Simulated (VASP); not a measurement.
# SiO2 (Fm-3m) in VASP: further runs, part 2 of 2

VASP 6.6.1. The steps go on from the part before.

### Step 3. Single point, r2SCAN

Input file POSCAR:

```
SiO2
1.0
    0.0000000000      2.1953750000      2.1953750000
    2.1953750000      0.0000000000      2.1953750000
    2.1953750000      2.1953750000      0.0000000000
Si O
1 2
Direct
    0.0000000000      0.0000000000      0.0000000000
    0.2500000000      0.2500000000      0.2500000000
    0.7500000000      0.7500000000      0.7500000000
```

Input file INCAR.step1:

```
PREC = Accurate ; ENCUT = 660
ISMEAR = 0 ; SIGMA = 0.01
LREAL = False ; LASPH = True
NELM = 120 ; NBANDS = 15
GGA = PE ; ALGO = Normal
EDIFF = 1E-5 ; LWAVE = True
LCHARG = False ; GGA_COMPAT = False
```

Input file INCAR.step2:

```
PREC = Accurate ; ENCUT = 660
EDIFF = 1E-6 ; ISMEAR = 0
SIGMA = 0.01 ; LREAL = False
LASPH = True ; NELM = 120
ALGO = Normal ; ISIF = 2
LWAVE = False ; LCHARG = True
METAGGA = R2SCAN ; LMIXTAU = True
LELF = True ; LVHAR = True
NBANDS = 15 ; ISTART = 1
GGA_COMPAT = False
```

Input file KPOINTS:

```
regular mesh
0
Gamma
  4 4 4
```

Potentials or basis: VASP PAW PBE potentials, release 64 (Si, O).

Run with:

```bash
> cat potpaw_PBE.64/Si/POTCAR potpaw_PBE.64/O/POTCAR > POTCAR
> cp INCAR.step1 INCAR
> mpirun -np 1 vasp_std > vasp.out
> cp INCAR.step2 INCAR
> mpirun -np 1 vasp_std > vasp.out
```

OUTCAR:

```text
PREC = Accurate
   ENCUT = 660
   EDIFF = 1E-6
   ISMEAR = 0
   LREAL = False
   LASPH = True
   NELM = 120
   ISIF = 2
   METAGGA = R2SCAN
   ISTART = 1

 ion  position               nearest neighbor table
   1  0.000  0.000  0.000-   3 1.90   3 1.90   3 1.90   2 1.90   2 1.90   2 1.90   3 1.90   2 1.90

   2  0.250  0.250  0.250-   1 1.90   1 1.90   1 1.90   1 1.90
   3  0.750  0.750  0.750-   1 1.90   1 1.90   1 1.90   1 1.90

  LATTYP: Found a face centered cubic cell.
 ALAT       =     4.3907500000

  Lattice vectors:

 A1 = (   0.0000000000,   2.1953750000,   2.1953750000)
 A2 = (   2.1953750000,   0.0000000000,   2.1953750000)
 A3 = (   2.1953750000,   2.1953750000,   0.0000000000)

Analysis of symmetry for initial positions (statically):
=====================================================================
 Subroutine PRICEL returns:
 Original cell was already a primitive cell.

 Routine SETGRP: Setting up the symmetry group for a
 face centered cubic supercell.

 Subroutine GETGRP returns: Found 48 space group operations
 (whereof 48 operations were pure point group operations)
[... 165 lines left out ...]
      7       8.3416      2.00000
      8       8.3416      2.00000
      9      15.2745      0.00000
     10      17.8594      0.00000
     11      17.8594      0.00000
     12      17.8594      0.00000
     13      24.4766      0.00000
     14      24.4766      0.00000
[... 113 lines left out ...]
      2     -10.1564      2.00000
      3      -0.9905      2.00000
      4       0.3970      2.00000
      5       5.3695      2.00000
      6       5.3695      2.00000
      7      10.0587      2.00000
      8      10.5668      2.00000
      9      17.3199      0.00000
     10      19.6812      0.00000
     11      23.9538      0.00000
     12      23.9538      0.00000
     13      26.0912      0.00000
     14      28.8877      0.00000
     15      32.2503      0.00000

------------------------ aborting loop because EDIFF is reached ----------------------------------------

  FORCE on cell =-STRESS in cart. coord.  units (eV):
  Direction    XX          YY          ZZ          XY          YZ          ZX
  --------------------------------------------------------------------------------------
  -------------------------------------------------------------------------------------
  Total        4.5583623      4.5583623      4.5583623      0.0000000      0.0000000     -0.0000000
  in kB      345.1145611    345.1145611    345.1145611      0.0000000      0.0000000     -0.0000000
  external PRESSURE =     345.1145611 kB  Pullay stress =       0.0000000 kB

 VOLUME and BASIS-vectors are now :
 -----------------------------------------------------------------------------
  energy-cutoff  :      660.00
  volume of cell :       21.16
      direct lattice vectors                 reciprocal lattice vectors
     0.000000000  2.195375000  2.195375000    -0.227751523  0.227751523  0.227751523
     2.195375000  0.000000000  2.195375000     0.227751523 -0.227751523  0.227751523
     2.195375000  2.195375000  0.000000000     0.227751523  0.227751523 -0.227751523

 POSITION                                       TOTAL-FORCE (eV/Angst)
 -----------------------------------------------------------------------------------
      0.00000      0.00000      0.00000        -0.000000     -0.000000      0.000000
      1.09769      1.09769      1.09769        -0.000000     -0.000000     -0.000000
      3.29306      3.29306      3.29306         0.000000      0.000000      0.000000
 -----------------------------------------------------------------------------------
    total drift:                                0.000000      0.000000      0.000000

  FREE ENERGIE OF THE ION-ELECTRON SYSTEM (eV)
  ---------------------------------------------------
  free  energy   TOTEN  =       -25.5762409393 eV

  energy  without entropy=      -25.5762409393  energy(sigma->0) =      -25.57624094
```

OSZICAR.step1:

```text
N       E                     dE             d eps       ncg     rms          rms(c)
DAV:   1     0.602738165970E+02    0.60274E+02   -0.97373E+03   256   0.123E+03
DAV:   2    -0.204683296656E+02   -0.80742E+02   -0.74778E+02   331   0.254E+02
DAV:   3    -0.224430783055E+02   -0.19747E+01   -0.19713E+01   275   0.364E+01
DAV:   4    -0.224495345330E+02   -0.64562E-02   -0.64561E-02   296   0.244E+00
DAV:   5    -0.224495665295E+02   -0.31996E-04   -0.31996E-04   282   0.165E-01    0.120E+01
DAV:   6    -0.195789867609E+02    0.28706E+01   -0.52805E+00   254   0.218E+01    0.471E+00
DAV:   7    -0.195674313765E+02    0.11555E-01   -0.32147E-01   275   0.478E+00    0.183E+00
DAV:   8    -0.195660370934E+02    0.13943E-02   -0.12778E-02   240   0.129E+00    0.547E-01
DAV:   9    -0.195676137769E+02   -0.15767E-02   -0.30226E-03   247   0.546E-01    0.171E-01
DAV:  10    -0.195678628912E+02   -0.24911E-03   -0.42712E-04   254   0.161E-01    0.268E-02
DAV:  11    -0.195678534109E+02    0.94803E-05   -0.24087E-05   275   0.446E-02
   1 F= -.19567853E+02 E0= -.19567853E+02  d E =-.159894E-26
```

It took 17 s on 1 thread of Intel Xeon Platinum 8488C (Sapphire Rapids), shared host; peak memory 0.15 GiB.

What came out:

| Quantity | Value |
| --- | --- |
| Free energy | -25.5762 eV |
| Pressure | 34.5 GPa |
| Band gap on the k mesh | 2.79 eV, direct |

Levels at points of the mesh, in eV from the valence-band top:
| k point | band 5 | band 6 | band 7 | band 8 | band 9 | band 10 | band 11 | band 12 |
| --- | --- | --- | --- | --- | --- | --- | --- | --- |
| (0.00, 0.00, 0.00) | -6.80 | -2.60 | -2.60 | -2.60 | 4.34 | 6.92 | 6.92 | 6.92 |
| (0.50, 0.00, 0.00) | -6.00 | -5.66 | -5.29 | -5.29 | 7.98 | 11.17 | 11.96 | 11.96 |
| (0.50, 0.50, 0.00) | -9.31 | -1.20 | -1.20 | 0.00 | 2.79 | 10.34 | 12.94 | 15.24 |

Caveat: the k points lie up to 0.62 Å⁻¹ apart; the PAW data sets were made with another functional, which shifts forces and pressure a little. r2SCAN opens gaps a little over a GGA but as a rule still falls short of measured ones.
